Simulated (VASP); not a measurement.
TePb: single point with LDA

Crystal: TePb.

```
Te Pb
1.0
     3.07560    3.07560    0.00000
    -3.07560    3.07560    0.00000
     0.00000    3.07560    3.07560
Te Pb
1 1
Cartesian
  0.0000 3.0756 0.0000
  0.0000 0.0000 0.0000
```

| Item | Value |
| --- | --- |
| Program | VASP 6.6.1 |
| Task | single point |
| Functional | LDA |
| Potentials or basis | VASP PAW LDA potentials, release 64 (Te, Pb_d) |
| Cutoff | 500 eV |
| k mesh | 6 × 6 × 6 |
| Occupations | gaussian, width 0.01 eV |
| Spin | no spin polarisation |

```json
{
 "Pressure": "7.1 GPa",
 "Band gap on the k mesh": "0.26 eV"
}
```

Levels at points of the mesh, in eV from the valence-band top:
```tsv
k point	band 8	band 9	band 10	band 11	band 12	band 13
(0.00, 0.00, 0.00)	-2.02	-2.02	-2.02	4.06	4.06	4.06
(0.50, 0.00, 0.00)	-1.41	-1.41	0.00	0.26	0.72	0.72
(0.50, 0.50, 0.00)	-5.84	-3.80	-3.80	2.51	5.87	5.87
```

Wall time 6.7 s on 1 thread of Intel(R) Xeon(R) Platinum 8559C (Emerald Rapids), with other jobs on the host, peak memory 0.15 GiB.

Caveat: the cell stands under pressure; spin-orbit coupling is left out, which moves the levels of the heavy elements. A k mesh can miss the band edges.
